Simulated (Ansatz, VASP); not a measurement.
# NaF in VASP and in Ansatz

```
CELL_PARAMETERS angstrom
-0.24526 2.20737 2.20737
2.20737 -0.24526 2.20737
2.20737 2.20737 -0.24526
ATOMIC_POSITIONS crystal
Na 0.00000 0.00000 0.00000
F 0.50000 0.50000 0.50000
```

Alike in both runs: task single point; functional PBE; k mesh 10 × 10 × 10; occupations gaussian, width 0.05 eV; no spin polarisation.

```csv
,VASP,Ansatz
version,VASP 6.6.1,Ansatz 0.2.0
potentials or method,"VASP PAW PBE potentials, release 64 (Na_pv, F), cutoff 520 eV","scalar-relativistic, plane waves, PAW"
valence electrons in the cell,14,16
```

Ansatz gave:

```
gap on the k mesh at the Fermi level (eV)                     : 5.93
least direct gap on the mesh (eV)                             : 5.93
pressure (GPa)                                                : 1.3
traceless stress, the component that is largest in VASP (GPa) : 2.04
```

Estimate VASP's values.

gap on the k mesh at the Fermi level (eV): 5.92; least direct gap on the mesh (eV): 5.92; pressure (GPa): 1.2; traceless stress, the component that is largest in VASP (GPa): 2.03.

The functional is the same, so the differences come from potentials, cutoffs and numerics. VASP's potentials hold 14 valence electrons a cell and Ansatz's 16, so a difference there can come from the potentials and not from the codes.
